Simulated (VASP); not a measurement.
# Ga4ICl3 (Im-3m) in VASP: relaxation of cell and atoms with PBE

Aim: the relaxation of cell and atoms of Ga4ICl3 with PBE.

Everything below comes from runs of VASP 6.6.1. Logs are shortened: lines on timing, memory, paths and dates and some standing lists are left out, and cuts for length are marked.

## Step 1: The cell of the first run

The structure is cubic, space group Im-3m (No. 229). Conventional cell: a = 7.550 Å, b = 7.550 Å, c = 7.550 Å, α = 90.00°, β = 90.00°, γ = 90.00°. Within 4.3 Å of Ga (site symmetry -3m) lie 2 I at 3.27 Å and 6 Cl at 3.27 Å and 6 Ga at 3.78 Å. I (site symmetry m-3m) has 8 Ga at 3.27 Å and 6 Cl at 3.78 Å within 4.3 Å. Cl (site symmetry 4/mmm) has 8 Ga at 3.27 Å and 2 I at 3.78 Å and 4 Cl at 3.78 Å within 4.3 Å.

## Step 2: Relaxation of cell and atoms, PBE

INCAR reads:

```
PREC     = Accurate       # precision mode
ENCUT    = 500            # plane-wave cutoff, eV
EDIFF    = 1E-7           # SCF threshold, eV
ISMEAR   = 0              # smearing method
SIGMA    = 0.02           # smearing width, eV
LREAL    = F              # projectors in reciprocal space
LASPH    = T              # aspherical terms in the spheres
NELM     = 120            # most SCF steps
ALGO     = Normal         # electronic algorithm
ISIF     = 3              # what is computed and relaxed
LWAVE    = F              # write WAVECAR
LCHARG   = F              # write CHGCAR
GGA      = PE             # functional
IBRION   = 2              # ionic algorithm
NSW      = 100            # ionic steps
EDIFFG   = -0.01          # ionic threshold
GGA_COMPAT= F            
NELMIN   = 4
```

KPOINTS reads:

```
Automatic mesh
0
Gamma
  6 6 6
```

POSCAR reads:

```
Ga4ICl3
1.0
   -3.7751944810      3.7751944810      3.7751944810
    3.7751944810     -3.7751944810      3.7751944810
    3.7751944810      3.7751944810     -3.7751944810
Ga I Cl
4 1 3
Direct
    0.5000000000      0.5000000000      0.5000000000
    0.0000000000      0.0000000000      0.5000000000
    0.0000000000      0.5000000000      0.0000000000
    0.5000000000      0.0000000000      0.0000000000
    0.0000000000      0.0000000000      0.0000000000
    0.5000000000      0.5000000000      0.0000000000
    0.5000000000      0.0000000000      0.5000000000
    0.0000000000      0.5000000000      0.5000000000
```

Potentials or basis: VASP PAW PBE potentials, release 64 (Ga_d, I, Cl).

On the command line:

```console
$ cat potpaw_PBE.64/Ga_d/POTCAR potpaw_PBE.64/I/POTCAR potpaw_PBE.64/Cl/POTCAR > POTCAR
$ mpirun -np 1 vasp_std > vasp.out
```

OUTCAR:

```text
PREC = Accurate
   ENCUT = 500
   EDIFF = 1E-7
   ISMEAR = 0
   LREAL = F
   LASPH = T
   NELM = 120
   ISIF = 3
   GGA = PE
   IBRION = 2
   NSW = 100
   EDIFFG = -0.01
   NELMIN = 4

 ion  position               nearest neighbor table
   1  0.500  0.500  0.500-
   2  0.000  0.000  0.500-
   3  0.000  0.500  0.000-
   4  0.500  0.000  0.000-
   5  0.000  0.000  0.000-
   6  0.500  0.500  0.000-
   7  0.500  0.000  0.500-
   8  0.000  0.500  0.500-

  LATTYP: Found a body centered cubic cell.
 ALAT       =     7.5503889620

  Lattice vectors:

 A1 = (  -3.7751944810,   3.7751944810,   3.7751944810)
 A2 = (   3.7751944810,  -3.7751944810,   3.7751944810)
 A3 = (   3.7751944810,   3.7751944810,  -3.7751944810)

Analysis of symmetry for initial positions (statically):
=====================================================================
 Subroutine PRICEL returns:
 Original cell was already a primitive cell.

 Routine SETGRP: Setting up the symmetry group for a
 body centered cubic supercell.

 Subroutine GETGRP returns: Found 48 space group operations
 (whereof 48 operations were pure point group operations)
 out of a pool of 48 trial point group operations.

The static configuration has the point symmetry O_h .

Analysis of symmetry for dynamics (positions and initial velocities):
=====================================================================
 Subroutine PRICEL returns:
 Original cell was already a primitive cell.

 Routine SETGRP: Setting up the symmetry group for a
 body centered cubic supercell.

 Subroutine GETGRP returns: Found 48 space group operations
 (whereof 48 operations were pure point group operations)
 out of a pool of 48 trial point group operations.

The dynamic configuration has the point symmetry O_h .

 Subroutine INISYM returns: Found 48 space group operations
 (whereof 48 operations are pure point group operations),
 and found     1 'primitive' translations

----------------------------------------------------------------------------------------

                                     Primitive cell

  volume of cell :     215.2177

  direct lattice vectors                    reciprocal lattice vectors
    -3.775194481  3.775194481  3.775194481     0.000000000  0.132443508  0.132443508
     3.775194481 -3.775194481  3.775194481     0.132443508  0.000000000  0.132443508
     3.775194481  3.775194481 -3.775194481     0.132443508  0.132443508  0.000000000

  length of vectors
     6.538828650  6.538828650  6.538828650     0.187303405  0.187303405  0.187303405

  position of ions in fractional coordinates (direct lattice)
     0.500000000  0.500000000  0.500000000
     0.000000000  0.000000000  0.500000000
     0.000000000  0.500000000  0.000000000
     0.500000000  0.000000000  0.000000000
     0.000000000  0.000000000  0.000000000
     0.500000000  0.500000000  0.000000000
     0.500000000  0.000000000  0.500000000
     0.000000000  0.500000000  0.500000000

  ion indices of the primitive-cell ions
   primitive index   ion index
                 1           1
                 2           2
                 3           3
                 4           4
                 5           5
                 6           6
                 7           7
                 8           8
[... 70 lines left out ...]
   ISYM   =      2    0-nonsym 1-usesym 2-fastsym
   POTIM  = 0.5000    time-step for ionic-motion
   TEBEG  =    0.0;   TEEND  =   0.0 temperature during run
   PSTRESS=    0.0 pullay stress
   NELECT =      80.0000    total number of electrons
   NUPDOWN=      -1.0000    fix difference up-down
   EMIN   =  10.00;   EMAX   =-10.00  energy-range for DOS
   EFERMI =   0.00;   METHOD = LEGACY
   ISMEAR =     0;   SIGMA  =   0.02  broadening in eV -4-tet -1-fermi 0-gaus
   EFERMI_NEDOS =   21; number of points for ismear=-14 and -15
   IALGO  =     38    algorithm
   IMIX   =      4    mixing-type and parameters
     AMIX     =   0.40;   BMIX     =  1.00
     AMIX_MAG =   1.60;   BMIX_MAG =  1.00
  volume/ion in A,a.u.               =      26.90       181.55
  Fermi-wavevector in a.u.,A,eV,Ry     =   1.177097  2.224390 18.851645  1.385557
  Thomas-Fermi vector in A             =   2.313449
   LORBIT       =      0    0 simple, 1 ext, 2 COOP (PROOUT), +10 PAW based schemes
   GGA     = PE    functional components
   LHFCALC =     F    Hartree Fock is set to
   AEXX    =    0.0000 exact exchange contribution
   IVDW    =     0    specifies the selected vdW correction
   LEPSILON=     F    determine dielectric tensor
   LRPA    =     F    only Hartree local field effects (RPA)
 conjugate gradient relaxation of ions
 non-spin polarized calculation
 Gauss-broadening in eV      SIGMA  =   0.02
  energy-cutoff  :      500.00
  volume of cell :      215.22
 maximum number of plane-waves:      5594
   NGX = 23   NGY = 23   NGZ = 23

--------------------------------------- Ionic step        1  -------------------------------------------

 number of electron      79.9999998 magnetization

 Free energy of the ion-electron system (eV)
  ---------------------------------------------------
  ext. energy  EPLUGINS =         0.00000000
  ---------------------------------------------------
  free energy    TOTEN  =       -22.67491753 eV

  energy without entropy =      -22.67491753  energy(sigma->0) =      -22.67491753

------------------------ aborting loop because EDIFF is reached ----------------------------------------

  FORCE on cell =-STRESS in cart. coord.  units (eV):
  Direction    XX          YY          ZZ          XY          YZ          ZX
  --------------------------------------------------------------------------------------
  -------------------------------------------------------------------------------------
  Total        0.1892119      0.1892119      0.1892119     -0.0000000     -0.0000000     -0.0000000
  in kB        1.4085786      1.4085786      1.4085786     -0.0000000     -0.0000000     -0.0000000
  external PRESSURE =       1.4085786 kB  Pullay stress =       0.0000000 kB

 VOLUME and BASIS-vectors are now :
 -----------------------------------------------------------------------------
  energy-cutoff  :      500.00
  volume of cell :      215.22
      direct lattice vectors                 reciprocal lattice vectors
    -3.775194481  3.775194481  3.775194481     0.000000000  0.132443508  0.132443508
     3.775194481 -3.775194481  3.775194481     0.132443508  0.000000000  0.132443508
     3.775194481  3.775194481 -3.775194481     0.132443508  0.132443508  0.000000000

 POSITION                                       TOTAL-FORCE (eV/Angst)
 -----------------------------------------------------------------------------------
      1.88760      1.88760      1.88760         0.000000     -0.000000      0.000000
      1.88760      1.88760     -1.88760        -0.000000     -0.000000     -0.000000
      1.88760     -1.88760      1.88760         0.000000      0.000000      0.000000
     -1.88760      1.88760      1.88760        -0.000000     -0.000000     -0.000000
      0.00000      0.00000      0.00000         0.000000     -0.000000      0.000000
      0.00000      0.00000      3.77519        -0.000000      0.000000     -0.000000
      0.00000      3.77519      0.00000        -0.000000      0.000000      0.000000
      3.77519      0.00000      0.00000         0.000000     -0.000000     -0.000000
 -----------------------------------------------------------------------------------
    total drift:                                0.000000      0.000000     -0.000000

  FREE ENERGIE OF THE ION-ELECTRON SYSTEM (eV)
  ---------------------------------------------------
  free  energy   TOTEN  =       -22.6749175341 eV

  energy  without entropy=      -22.6749175341  energy(sigma->0) =      -22.67491753

--------------------------------------- Ionic step        2  -------------------------------------------

 number of electron      80.0000007 magnetization

 Free energy of the ion-electron system (eV)
  ---------------------------------------------------
  ext. energy  EPLUGINS =         0.00000000
  ---------------------------------------------------
  free energy    TOTEN  =       -22.67537064 eV

  energy without entropy =      -22.67537064  energy(sigma->0) =      -22.67537064

 E-fermi :   2.5353     XC(G=0):  -8.9987

 val. band max:        2.4409577235   @ k =   0.5000   0.5000   0.5000
 cond. band min:       3.6380760900   @ k =   0.5000   0.5000   0.5000
 fundamental gap:      1.1971183665
 Fermi energy:         2.5352614308

 k-point     1 :       0.0000    0.0000    0.0000
  band No.  band energies     occupation
      1     -11.8717      2.00000
      2     -11.8717      2.00000
      3     -11.8661      2.00000
      4     -11.7673      2.00000
      5     -11.7673      2.00000
      6     -11.7524      2.00000
[... 805 lines left out ...]
     47       7.1159      0.00000
     48       7.1159      0.00000

------------------------ aborting loop because EDIFF is reached ----------------------------------------

  FORCE on cell =-STRESS in cart. coord.  units (eV):
  Direction    XX          YY          ZZ          XY          YZ          ZX
  --------------------------------------------------------------------------------------
  -------------------------------------------------------------------------------------
  Total        0.0777552      0.0777552      0.0777552      0.0000000      0.0000000     -0.0000000
  in kB        0.5768679      0.5768679      0.5768679      0.0000000      0.0000000     -0.0000000
  external PRESSURE =       0.5768679 kB  Pullay stress =       0.0000000 kB

 VOLUME and BASIS-vectors are now :
 -----------------------------------------------------------------------------
  energy-cutoff  :      500.00
  volume of cell :      215.96
      direct lattice vectors                 reciprocal lattice vectors
    -3.779502018  3.779502018  3.779502018     0.000000000  0.132292561  0.132292561
     3.779502018 -3.779502018  3.779502018     0.132292561  0.000000000  0.132292561
     3.779502018  3.779502018 -3.779502018     0.132292561  0.132292561  0.000000000

 POSITION                                       TOTAL-FORCE (eV/Angst)
 -----------------------------------------------------------------------------------
      1.88975      1.88975      1.88975         0.000000      0.000000     -0.000000
      1.88975      1.88975      5.66925        -0.000000     -0.000000     -0.000000
      1.88975     -1.88975      1.88975        -0.000000      0.000000     -0.000000
      5.66925      1.88975      1.88975         0.000000     -0.000000      0.000000
      0.00000     -0.00000      0.00000        -0.000000      0.000000      0.000000
      0.00000      0.00000      3.77950         0.000000     -0.000000      0.000000
      0.00000      3.77950      0.00000         0.000000      0.000000      0.000000
      0.00000      3.77950      3.77950        -0.000000     -0.000000     -0.000000
 -----------------------------------------------------------------------------------
    total drift:                                0.000000      0.000000     -0.000000

  FREE ENERGIE OF THE ION-ELECTRON SYSTEM (eV)
  ---------------------------------------------------
  free  energy   TOTEN  =       -22.6753706438 eV

  energy  without entropy=      -22.6753706438  energy(sigma->0) =      -22.67537064

 reached required accuracy - stopping structural energy minimisation
```

Wall time 4.2 min (1 thread of Intel Xeon Platinum 8259CL at 2.50GHz (Skylake/Cascade Lake), shared host); peak memory 0.41 GiB.

Results:

* Free energy: -22.6754 eV
* Relaxed volume: 26.99 Å³/atom
* Relaxed cell: a = 6.546 Å, b = 6.546 Å, c = 6.546 Å, α = 109.47°, β = 109.47°, γ = 109.47°
* Space group after relaxing (to 0.1 Å): Im-3m (No. 229)
* Energy gained by relaxing: 0.1 meV/atom
* Ionic steps: 2
* Pressure after relaxing: 0.1 GPa
* Band gap on the k mesh: 1.20 eV

The path:
| step | energy change (eV) | largest force (eV/Å) | pressure (GPa) | volume (Å³) |
| --- | --- | --- | --- | --- |
| 1 | 0.0000 | 0.0000 | 0.14 | 215.22 |
| 2 | -0.0005 | 0.0000 | 0.06 | 215.96 |

Final structure:
```cif
data_structure
_symmetry_space_group_name_H-M 'P 1'
_symmetry_Int_Tables_number 1
_cell_length_a 6.5463
_cell_length_b 6.5463
_cell_length_c 6.5463
_cell_angle_alpha 109.471
_cell_angle_beta 109.471
_cell_angle_gamma 109.471
_cell_volume 215.96
loop_
_atom_site_label
_atom_site_type_symbol
_atom_site_fract_x
_atom_site_fract_y
_atom_site_fract_z
_atom_site_occupancy
Ga1 Ga 0.50000 0.50000 0.50000 1
Ga2 Ga 0.00000 0.00000 0.50000 1
Ga3 Ga 0.00000 0.50000 0.00000 1
Ga4 Ga 0.50000 0.00000 0.00000 1
I1 I 0.00000 0.00000 0.00000 1
Cl1 Cl 0.50000 0.50000 0.00000 1
Cl2 Cl 0.50000 0.00000 0.50000 1
Cl3 Cl 0.00000 0.50000 0.50000 1
```

Caveat: spin-orbit coupling is left out, which moves the levels of the heavy elements. A k mesh can miss the band edges.
